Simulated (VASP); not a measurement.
# K4Cl3: relaxation of cell and atoms with PBE

Crystal: K4Cl3.

```
K Cl
1.0
     5.16553    0.00000    0.00000
     0.00000    5.16553    0.00000
     0.00000    0.00000    9.82520
K Cl
4 3
Direct
  0.00000 0.50000 0.80022
  0.50000 0.00000 0.80022
  0.00000 0.50000 0.19978
  0.50000 0.00000 0.19978
  0.50000 0.00000 0.00000
  0.00000 0.50000 0.00000
  0.50000 0.50000 0.00000
```

The cell was generated, and may not be a known phase.

* Program: VASP 6.6.1
* Task: relaxation of cell and atoms
* Functional: PBE
* Potentials or basis: VASP PAW PBE potentials, release 64 (K_sv, Cl)
* Cutoff: 600 eV
* k mesh: 4 × 4 × 2
* Occupations: gaussian, width 0.1 eV
* Spin: no spin polarisation
* Dipole correction: no
* Further INCAR settings: ALGO = Normal; EDIFF = 1e-06; IBRION = 2; EDIFFG = -0.04; NSW = 90; ISIF = 3

The relaxed volume is 91.22 Å³/atom and the relaxed cell is a = 7.794 Å, b = 7.794 Å, c = 10.511 Å, α = 90.00°, β = 90.00°, γ = 90.00°. The space group after relaxing (to 0.1 Å) is P4/mmm (No. 123), the energy gained by relaxing is 2584.1 meV/atom and the ionic steps are 26. The pressure after relaxing is 0.0 GPa. The largest force after relaxing is 0.035 eV/Å and the band gap on the k mesh is zero (an odd number of electrons rules out a gap without spin polarisation).

Forces in eV/Å, atoms in the order of the input:
```
K    0.000  0.000 -0.035
K    0.000  0.000 -0.035
K    0.000  0.000  0.035
K    0.000  0.000  0.035
Cl   0.000  0.000  0.000
Cl   0.000  0.000  0.000
Cl   0.000  0.000  0.000
```

Stress tensor (GPa, compression positive):
```
-0.06  0.00  0.00
 0.00 -0.06  0.00
 0.00  0.00  0.07
```

The path:
```tsv
step	energy change (eV)	largest force (eV/Å)	pressure (GPa)	volume (Å³)
1	0.0000	14.4553	30.23	262.16
2	-11.5772	0.3322	-0.90	588.27
3	-11.9021	0.3640	-0.78	564.38
4	-12.1848	0.3977	-0.68	543.63
5	-14.5832	0.6351	0.53	391.41
6	-15.1168	0.2578	3.67	324.01
7	-15.1468	0.3679	1.94	348.78
8	-15.1959	0.1865	2.53	338.40
9	-15.1964	0.1178	2.74	335.35
10	-16.1174	0.0171	1.38	373.09
11	-16.9256	0.1006	0.59	429.65
12	-17.8725	0.0087	0.20	551.64
13	-17.2961	1.1016	0.09	825.75
14	-18.0356	0.1901	0.18	621.13
15	-18.0432	0.2603	0.19	641.48
16	-18.0347	0.1721	-0.21	666.93
17	-18.0588	0.0524	0.00	652.53
18	-18.0588	0.0565	0.00	652.30
19	-18.0617	0.0567	0.00	653.99
20	-18.0681	0.0598	-0.02	659.02
21	-18.0724	0.0663	-0.05	668.89
22	-18.0748	0.0303	-0.07	667.71
23	-18.0764	0.0279	-0.11	665.72
24	-18.0783	0.0220	-0.11	662.98
25	-18.0832	0.0045	-0.07	654.77
26	-18.0886	0.0348	-0.02	638.52
```

Final structure:
```cif
data_structure
_symmetry_space_group_name_H-M 'P 1'
_symmetry_Int_Tables_number 1
_cell_length_a 7.7940
_cell_length_b 7.7940
_cell_length_c 10.5113
_cell_angle_alpha 90.000
_cell_angle_beta 90.000
_cell_angle_gamma 90.000
_cell_volume 638.52
loop_
_atom_site_label
_atom_site_type_symbol
_atom_site_fract_x
_atom_site_fract_y
_atom_site_fract_z
_atom_site_occupancy
K1 K 0.00000 0.50000 0.74603 1
K2 K 0.50000 0.00000 0.74603 1
K3 K 0.00000 0.50000 0.25397 1
K4 K 0.50000 0.00000 0.25397 1
Cl1 Cl 0.50000 0.00000 0.00000 1
Cl2 Cl 0.00000 0.50000 0.00000 1
Cl3 Cl 0.50000 0.50000 0.00000 1
```

Levels at points of the mesh, in eV from the Fermi level:
| k point | band 26 | band 27 | band 28 | band 29 | band 30 | band 31 |
| --- | --- | --- | --- | --- | --- | --- |
| (0.00, 0.00, 0.00) | -0.62 | -0.47 | -0.12 | -0.12 | 1.43 | 1.62 |
| (0.50, 0.00, 0.00) | -0.62 | -0.38 | -0.12 | 0.11 | 0.20 | 1.89 |
| (0.50, 0.50, 0.00) | -0.62 | -0.38 | -0.38 | 0.57 | 0.57 | 0.85 |
| (0.00, 0.00, 0.50) | -0.67 | -0.28 | -0.12 | -0.12 | 1.13 | 1.75 |
| (0.50, 0.00, 0.50) | -0.63 | -0.36 | -0.12 | 0.16 | 0.33 | 1.77 |
| (0.50, 0.50, 0.50) | -0.63 | -0.38 | -0.38 | 0.66 | 0.66 | 0.86 |

Wall time 32 min on 1 thread of AMD EPYC 9R45 96-Core Processor (Zen 5), on a shared host, peak memory 0.42 GiB.

Caveat: the volume moved by over 15 % at a fixed basis, so the end points are rough; the relaxation moved the vacuum too, so the length across it says nothing of the material; an odd number of electrons without spin polarisation forces a metal; a magnetic or distorted state may lie lower.
